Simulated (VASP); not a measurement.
# Ru in VASP: further runs

Ru is run at these levels: PBE; tasks: single point.

Everything below comes from runs of VASP 6.6.1. Logs are shortened: lines on timing, memory, paths and dates and some standing lists are left out, and cuts for length are marked.

### Step 1. The cell of the first run

It takes space group P6_3/mmc (No. 194, hexagonal). Conventional cell: a = 2.706 Å, b = 2.706 Å, c = 4.282 Å, α = 90.00°, β = 90.00°, γ = 120.00°. Ru (site symmetry -6m2) has 12 Ru at 2.65 to 2.71 Å within 3.5 Å.

### Step 2. Single point, PBE

File INCAR:

```
PREC = Accurate
ENCUT = 520
EDIFF = 1E-6
ISMEAR = -1
SIGMA = 0.05
LREAL = False
LASPH = True
NELM = 80
ALGO = Normal
ISIF = 2
LWAVE = False
LCHARG = True
GGA = PE
LELF = True
LVHAR = True
NBANDS = 21
```

File KPOINTS:

```
Automatic mesh
0
Gamma
  13 13 7
```

File POSCAR:

```
Ru
1.0
    2.7058000000      0.0000000000      0.0000000000
   -1.3529000000      2.3432915400      0.0000000000
    0.0000000000      0.0000000000      4.2819000000
Ru
2
Direct
    0.3333333333      0.6666666667      0.2500000000
    0.6666666667      0.3333333333      0.7500000000
```

Potentials or basis: VASP PAW PBE potentials, release 64 (Ru_pv).

On the command line:

```
$ cat potpaw_PBE.64/Ru_pv/POTCAR > POTCAR
$ mpirun -np 1 vasp_std > vasp.out
```

OUTCAR:

```text
PREC = Accurate
   ENCUT = 520
   EDIFF = 1E-6
   ISMEAR = -1
   LREAL = False
   LASPH = True
   NELM = 80
   ISIF = 2
   GGA = PE

 ion  position               nearest neighbor table
   1  0.333  0.667  0.250-   2 2.65   2 2.65   2 2.65   2 2.65   2 2.65   2 2.65
   2  0.667  0.333  0.750-   1 2.65   1 2.65   1 2.65   1 2.65   1 2.65   1 2.65

  LATTYP: Found a hexagonal cell.
 ALAT       =     2.7058000000
 C/A-ratio  =     1.5824894671

  Lattice vectors:

 A1 = (   2.7058000000,   0.0000000000,   0.0000000000)
 A2 = (  -1.3529000000,   2.3432915400,   0.0000000000)
 A3 = (   0.0000000000,   0.0000000000,   4.2819000000)

Analysis of symmetry for initial positions (statically):
=====================================================================
 Subroutine PRICEL returns:
 Original cell was already a primitive cell.

 Routine SETGRP: Setting up the symmetry group for a
 hexagonal supercell.

 Subroutine GETGRP returns: Found 24 space group operations
 (whereof 12 operations were pure point group operations)
 out of a pool of 24 trial point group operations.

The static configuration has the point symmetry D_3d.
 The point group associated with its full space group is D_6h.

Analysis of symmetry for dynamics (positions and initial velocities):
=====================================================================
 Subroutine PRICEL returns:
 Original cell was already a primitive cell.

 Routine SETGRP: Setting up the symmetry group for a
 hexagonal supercell.

 Subroutine GETGRP returns: Found 24 space group operations
 (whereof 12 operations were pure point group operations)
 out of a pool of 24 trial point group operations.

The dynamic configuration has the point symmetry D_3d.
 The point group associated with its full space group is D_6h.

 Subroutine INISYM returns: Found 24 space group operations
 (whereof 12 operations are pure point group operations),
 and found     1 'primitive' translations

----------------------------------------------------------------------------------------

                                     Primitive cell

  volume of cell :      27.1493

  direct lattice vectors                    reciprocal lattice vectors
     2.705800000  0.000000000  0.000000000     0.369576465  0.213375072  0.000000000
    -1.352900000  2.343291540  0.000000000     0.000000000  0.426750143  0.000000000
[... 74 lines left out ...]
   NGXF,Y,Z  is equivalent  to a cutoff of  24.58, 24.58, 24.85 a.u.
 SYSTEM =  unknown system
   PREC   = accura    normal or accurate (medium, high low for compatibility)
   ISTART =      0    job   : 0-new  1-cont  2-samecut
   ICHARG =      2    charge: 1-file 2-atom 10-const
   ISPIN  =      1    spin polarized calculation?
   LNONCOLLINEAR =      F non collinear calculations
   LSORBIT =      F    spin-orbit coupling
   LASPH  =      T    aspherical Exc in radial PAW
   ENCUT  =  520.0 eV  38.22 Ry    6.18 a.u.   5.03  5.03  7.96*2*pi/ulx,y,z
   NELM   =     80;   NELMIN=  2; NELMDL= -5     # of ELM steps
   EDIFF  = 0.1E-05   stopping-criterion for ELM
   LREAL  =      F    real-space projection
   EDIFFG = 0.1E-04   stopping-criterion for IOM
   NSW    =      0    number of steps for IOM
   IBRION =     -1    ionic relax: 0-MD 1-quasi-New 2-CG
   NFREE  =      0    steps in history (QN), initial steepest desc. (CG)
   ISIF   =      2    stress and relaxation
   ISYM   =      2    0-nonsym 1-usesym 2-fastsym
   POTIM  = 0.5000    time-step for ionic-motion
   TEBEG  =    0.0;   TEEND  =   0.0 temperature during run
   PSTRESS=    0.0 pullay stress
   NELECT =      28.0000    total number of electrons
   NUPDOWN=      -1.0000    fix difference up-down
   EMIN   =  10.00;   EMAX   =-10.00  energy-range for DOS
   EFERMI =   0.00;   METHOD = LEGACY
   ISMEAR =    -1;   SIGMA  =   0.05  broadening in eV -4-tet -1-fermi 0-gaus
   EFERMI_NEDOS =   21; number of points for ismear=-14 and -15
   IALGO  =     38    algorithm
   IMIX   =      4    mixing-type and parameters
     AMIX     =   0.40;   BMIX     =  1.00
     AMIX_MAG =   1.60;   BMIX_MAG =  1.00
  volume/ion in A,a.u.               =      13.57        91.61
  Fermi-wavevector in a.u.,A,eV,Ry     =   1.654022  3.125649 37.222674  2.735789
  Thomas-Fermi vector in A             =   2.742361
   LORBIT       =      0    0 simple, 1 ext, 2 COOP (PROOUT), +10 PAW based schemes
   GGA     = PE    functional components
   LHFCALC =     F    Hartree Fock is set to
   AEXX    =    0.0000 exact exchange contribution
   IVDW    =     0    specifies the selected vdW correction
   LEPSILON=     F    determine dielectric tensor
   LRPA    =     F    only Hartree local field effects (RPA)
 non-spin polarized calculation
  energy-cutoff  :      520.00
  volume of cell :       27.15
 maximum number of plane-waves:       750
 NGX is ok and might be reduce to    20
   NGX =  9   NGY =  9   NGZ = 15

 number of electron      28.0000008 magnetization

 Free energy of the ion-electron system (eV)
  ---------------------------------------------------
  ext. energy  EPLUGINS =         0.00000000
  ---------------------------------------------------
  free energy    TOTEN  =       -18.46181661 eV

  energy without entropy =      -18.44828573  energy(sigma->0) =      -18.45505117

 E-fermi :  12.8918     XC(G=0): -14.1216

 val. band max:       12.8910154066   @ k =   0.3846   0.0000   0.4286
 cond. band min:      12.9543061048   @ k =   0.2308   0.0769   0.2857
 fundamental gap:      0.0632906982
 Fermi energy:        12.8918428190

 k-point     1 :       0.0000    0.0000    0.0000
  band No.  band energies     occupation
      1     -30.8065      2.00000
      2     -29.8796      2.00000
      3     -29.8796      2.00000
      4     -29.7095      2.00000
      5     -29.7095      2.00000
      6     -29.6630      2.00000
[... 565 lines left out ...]
     20      23.2553      0.00000
     21      24.1159      0.00000

 [... further k-points ...]
[... 5 lines left out ...]
  --------------------------------------------------------------------------------------
  -------------------------------------------------------------------------------------
  Total        0.8387803      0.8387803      0.5669105      0.0000000      0.0000000     -0.0000000
  in kB       49.4994360     49.4994361     33.4554256      0.0000000      0.0000000     -0.0000000
  external PRESSURE =      44.1514325 kB  Pullay stress =       0.0000000 kB

 VOLUME and BASIS-vectors are now :
 -----------------------------------------------------------------------------
  energy-cutoff  :      520.00
  volume of cell :       27.15
      direct lattice vectors                 reciprocal lattice vectors
     2.705800000  0.000000000  0.000000000     0.369576465  0.213375072  0.000000000
    -1.352900000  2.343291540  0.000000000     0.000000000  0.426750143  0.000000000
     0.000000000  0.000000000  4.281900000     0.000000000  0.000000000  0.233541185

 POSITION                                       TOTAL-FORCE (eV/Angst)
 -----------------------------------------------------------------------------------
     -0.00000      1.56219      1.07048         0.000000     -0.000000      0.000000
      1.35290      0.78110      3.21143        -0.000000      0.000000      0.000000
 -----------------------------------------------------------------------------------
    total drift:                               -0.000000      0.000000     -0.000000

  FREE ENERGIE OF THE ION-ELECTRON SYSTEM (eV)
  ---------------------------------------------------
  free  energy   TOTEN  =       -18.4618166089 eV

  energy  without entropy=      -18.4482857271  energy(sigma->0) =      -18.45505117
```

OSZICAR:

```text
N       E                     dE             d eps       ncg     rms          rms(c)
DAV:   1     0.290780261196E+03    0.29078E+03   -0.17575E+04  3528   0.149E+03
DAV:   2    -0.139177757103E+02   -0.30470E+03   -0.29541E+03  3628   0.447E+02
DAV:   3    -0.197750467962E+02   -0.58573E+01   -0.58256E+01  4098   0.694E+01
DAV:   4    -0.198189790885E+02   -0.43932E-01   -0.43867E-01  4449   0.575E+00
DAV:   5    -0.198195088474E+02   -0.52976E-03   -0.52595E-03  3961   0.585E-01    0.177E+01
DAV:   6    -0.185458558415E+02    0.12737E+01   -0.28193E+00  4033   0.165E+01    0.483E+00
DAV:   7    -0.184698287008E+02    0.76027E-01   -0.48983E-01  4038   0.514E+00    0.997E-01
DAV:   8    -0.184628661152E+02    0.69626E-02   -0.17244E-02  3833   0.112E+00    0.481E-01
DAV:   9    -0.184618112200E+02    0.10549E-02   -0.15067E-03  3993   0.419E-01    0.355E-02
DAV:  10    -0.184618204172E+02   -0.91972E-05   -0.87273E-05  4013   0.963E-02    0.236E-02
DAV:  11    -0.184618168913E+02    0.35259E-05   -0.10116E-05  4008   0.302E-02    0.159E-03
DAV:  12    -0.184618166089E+02    0.28235E-06   -0.12321E-07  2364   0.339E-03
   1 F= -.18461817E+02 E0= -.18455051E+02  d E =-.135309E-01
```

stdout:

```text
POSCAR found type information on POSCAR Ru
 POSCAR found :  1 types and       2 ions
 scaLAPACK will be used
 LDA part: xc-table for (Slater+PW92), standard interpolation
 POSCAR, INCAR and KPOINTS ok, starting setup
 FFT: planning ... GRIDC
 FFT: planning ... GRID_SOFT
 FFT: planning ... GRID
 WAVECAR not read
 entering main loop
```

Run time: 26 s. Hardware: 1 thread of AMD EPYC 7R13 (Zen 3), shared host; peak memory 0.13 GiB.

What came out:

```yaml
Free_energy: -18.4618 eV
Pressure: 4.4 GPa
Band_gap_on_the_k_mesh: zero (band 14 reaches 14.31 eV, above the bottom of band 15 at 11.32 eV)
```

Levels at points of the mesh, in eV from the Fermi level:
| k point | band 12 | band 13 | band 14 | band 15 | band 16 | band 17 |
| --- | --- | --- | --- | --- | --- | --- |
| (0.00, 0.00, 0.00) | -1.97 | -1.97 | -1.44 | -1.44 | 1.13 | 1.13 |

### Step 3. Single point, PBE

Changes to INCAR since step 2:

```diff
@@ -11,6 +11,4 @@
 LWAVE = False
-LCHARG = True
+LCHARG = False
 GGA = PE
-LELF = True
-LVHAR = True
 NBANDS = 21
```

File KPOINTS:

```
regular mesh
0
Gamma
  13 13 7
```

Changes to POSCAR since step 2:

```diff
@@ -8,3 +8,3 @@
 Direct
-    0.3333333333      0.6666666667      0.2500000000
+    0.3119958262      0.6239916524      0.2500000000
     0.6666666667      0.3333333333      0.7500000000
```

Potentials or basis: VASP PAW PBE potentials, release 64 (Ru_pv).

On the command line:

```
$ cat potpaw_PBE.64/Ru_pv/POTCAR > POTCAR
$ mpirun -np 1 vasp_std > vasp.out
```

Run time: 59 s. Hardware: 1 thread of AMD EPYC 7R13 (Zen 3), shared host; peak memory 0.17 GiB.

Results (log left out):

```yaml
Free_energy: -18.4219 eV
Pressure: 5.0 GPa
Largest_force: 0.787 eV/Å
Band_gap_on_the_k_mesh: zero (band 14 reaches 14.37 eV, above the bottom of band 15 at 11.46 eV)
```

Forces in eV/Å, atoms in the order of the input:
```
Ru   0.000  0.787  0.000
Ru   0.000 -0.787  0.000
```

Stress tensor (GPa, compression positive):
```
6.75 0.00 0.00
0.00 3.58 0.00
0.00 0.00 4.58
```

Levels at points of the mesh, in eV from the Fermi level:
```
           k point  band 12  band 13  band 14  band 15  band 16  band 17
(0.00, 0.00, 0.00)    -1.94    -1.86    -1.72    -1.09     0.79     1.26
```

### Step 4. Single point, PBE

File INCAR:

```
PREC = Accurate ; ENCUT = 520
EDIFF = 1E-6 ; ISMEAR = -1
SIGMA = 0.05 ; LREAL = F
LASPH = T ; NELM = 60
ALGO = Normal ; ISIF = 2
LWAVE = F ; LCHARG = F
GGA = PE ; NBANDS = 21
```

KPOINTS is that of step 3.

Changes to POSCAR since step 3:

```diff
@@ -8,3 +8,3 @@
 Direct
-    0.3119958262      0.6239916524      0.2500000000
+    0.3226645798      0.6453291595      0.2500000000
     0.6666666667      0.3333333333      0.7500000000
```

On the command line:

```
$ cat potpaw_PBE.64/Ru_pv/POTCAR > POTCAR
$ mpirun -np 1 vasp_std > vasp.out
```

It took 55 s on 1 thread of AMD EPYC 7R13 (Zen 3), shared host; peak memory 0.17 GiB.

The run converged. Its results:

```
Free energy            : -18.4518 eV
Pressure               : 4.6 GPa
Largest force          : 0.401 eV/Å
Band gap on the k mesh : zero (band 14 reaches 14.38 eV, above the bottom of band 15 at 11.35 eV)
```

Forces on the atoms (eV/Å):
```
Ru   0.000  0.401  0.000
Ru   0.000 -0.401  0.000
```

Stress tensor (GPa, compression positive):
```
5.71 0.00 0.00
0.00 4.33 0.00
0.00 0.00 3.66
```

Levels at points of the mesh, in eV from the Fermi level:
| k point | band 12 | band 13 | band 14 | band 15 | band 16 | band 17 |
| --- | --- | --- | --- | --- | --- | --- |
| (0.00, 0.00, 0.00) | -1.98 | -1.91 | -1.59 | -1.27 | 0.96 | 1.25 |

### Step 5. Single point, PBE

File INCAR:

```
  ALGO = Normal
  EDIFF = 1E-7
  ENCUT = 520
  GGA = PE
  ISIF = 2
  ISMEAR = -1
  LASPH = True
  LCHARG = False
  LREAL = False
  LWAVE = False
  NBANDS = 21
  NELM = 60
  PREC = Accurate
  SIGMA = 0.05
```

File KPOINTS:

```
k-points
0
Gamma
  13 13 7
```

Changes to POSCAR since step 4:

```diff
@@ -8,3 +8,3 @@
 Direct
-    0.3226645798      0.6453291595      0.2500000000
+    0.3440020869      0.6880041738      0.2500000000
     0.6666666667      0.3333333333      0.7500000000
```

On the command line:

```
$ cat potpaw_PBE.64/Ru_pv/POTCAR > POTCAR
$ mpirun -np 1 vasp_std > vasp.out
```

Run time: 59 s. Hardware: 1 thread of AMD EPYC 7R13 (Zen 3), shared host; peak memory 0.17 GiB.

It converged, with:

| Property | Result |
| --- | --- |
| Free energy | -18.4522 eV |
| Pressure | 4.6 GPa |
| Largest force | 0.379 eV/Å |
| Band gap on the k mesh | zero (band 14 reaches 14.35 eV, above the bottom of band 15 at 11.40 eV) |

Forces on the atoms (eV/Å):
```
Ru   0.000 -0.379  0.000
Ru   0.000  0.379  0.000
```

Stress tensor (GPa, compression positive):
```
4.40 0.00 0.00
0.00 5.67 0.00
0.00 0.00 3.65
```

Levels at points of the mesh, in eV from the Fermi level:
| k point | band 10 | band 11 | band 12 | band 13 | band 14 | band 15 | band 16 | band 17 | band 18 | band 19 |
| --- | --- | --- | --- | --- | --- | --- | --- | --- | --- | --- |
| (0.00, 0.00, 0.00) | -2.61 | -2.50 | -2.02 | -1.89 | -1.58 | -1.28 | 0.97 | 1.25 | 1.30 | 10.25 |

### Step 6. Single point, PBE

File INCAR:

```
SYSTEM = Ru
PREC = Accurate
ENCUT = 520
EDIFF = 1E-6
ISMEAR = -1
SIGMA = 0.05
LREAL = .False.
LASPH = .True.
NELM = 80
ALGO = Normal
ISIF = 2
LWAVE = .False.
LCHARG = .False.
GGA = PE
NBANDS = 21
```

File KPOINTS:

```
Automatic mesh
0
Gamma
  13 13 7
  0 0 0
```

Changes to POSCAR since step 5:

```diff
@@ -8,3 +8,3 @@
 Direct
-    0.3440020869      0.6880041738      0.2500000000
+    0.3546708405      0.7093416810      0.2500000000
     0.6666666667      0.3333333333      0.7500000000
```

Potentials or basis: VASP PAW PBE potentials, release 64 (Ru_pv).

On the command line:

```
$ cat potpaw_PBE.64/Ru_pv/POTCAR > POTCAR
$ mpirun -np 1 vasp_std > vasp.out
```

OUTCAR:

```text
SYSTEM = Ru
   PREC = Accurate
   ENCUT = 520
   EDIFF = 1E-6
   ISMEAR = -1
   LREAL = .False.
   LASPH = .True.
   NELM = 80
   ISIF = 2
   GGA = PE

 ion  position               nearest neighbor table
   1  0.355  0.709  0.250-   2 2.59   2 2.59   2 2.68   2 2.68   2 2.68   2 2.68
   2  0.667  0.333  0.750-   1 2.59   1 2.59   1 2.68   1 2.68   1 2.68   1 2.68

  LATTYP: Found a hexagonal cell.
 ALAT       =     2.7058000000
 C/A-ratio  =     1.5824894671

  Lattice vectors:
[... 189 lines left out ...]
      1     -30.8125      2.00000
      2     -29.9126      2.00000
      3     -29.8353      2.00000
      4     -29.7100      2.00000
      5     -29.7025      2.00000
      6     -29.6557      2.00000
[... 565 lines left out ...]
     20      23.2605      0.00000
     21      23.2628      0.00000

 [... further k-points ...]
[... 5 lines left out ...]
  --------------------------------------------------------------------------------------
  -------------------------------------------------------------------------------------
  Total        0.6624518      1.1158334      0.7601001      0.0000000      0.0000000      0.0000000
  in kB       39.0936580     65.8493381     44.8562363      0.0000000      0.0000000      0.0000000
  external PRESSURE =      49.9330775 kB  Pullay stress =       0.0000000 kB

 VOLUME and BASIS-vectors are now :
 -----------------------------------------------------------------------------
  energy-cutoff  :      520.00
  volume of cell :       27.15
      direct lattice vectors                 reciprocal lattice vectors
     2.705800000  0.000000000  0.000000000     0.369576465  0.213375072  0.000000000
    -1.352900000  2.343291540  0.000000000     0.000000000  0.426750143  0.000000000
     0.000000000  0.000000000  4.281900000     0.000000000  0.000000000  0.233541185

 POSITION                                       TOTAL-FORCE (eV/Angst)
 -----------------------------------------------------------------------------------
      0.00000      1.66219      1.07048         0.000000     -0.708298      0.000000
      1.35290      0.78110      3.21143        -0.000000      0.708298      0.000000
 -----------------------------------------------------------------------------------
    total drift:                                0.000000      0.000017     -0.000000

  FREE ENERGIE OF THE ION-ELECTRON SYSTEM (eV)
  ---------------------------------------------------
  free  energy   TOTEN  =       -18.4248141197 eV

  energy  without entropy=      -18.4091624653  energy(sigma->0) =      -18.41698829
```

Run time: 58 s. Hardware: 1 thread of AMD EPYC 7R13 (Zen 3), shared host; peak memory 0.17 GiB.

What came out:

```
Free energy            : -18.4248 eV
Pressure               : 5.0 GPa
Largest force          : 0.708 eV/Å
Band gap on the k mesh : zero (band 14 reaches 14.38 eV, above the bottom of band 15 at 11.47 eV)
```

Forces in eV/Å, atoms in the order of the input:
```
Ru   0.000 -0.708  0.000
Ru   0.000  0.708  0.000
```

Stress tensor (GPa, compression positive):
```
3.91 0.00 0.00
0.00 6.58 0.00
0.00 0.00 4.49
```

Levels at points of the mesh, in eV from the Fermi level:
```
           k point  band 12  band 13  band 14  band 15  band 16  band 17
(0.00, 0.00, 0.00)    -2.06    -1.78    -1.70    -1.11     0.80     1.26
```
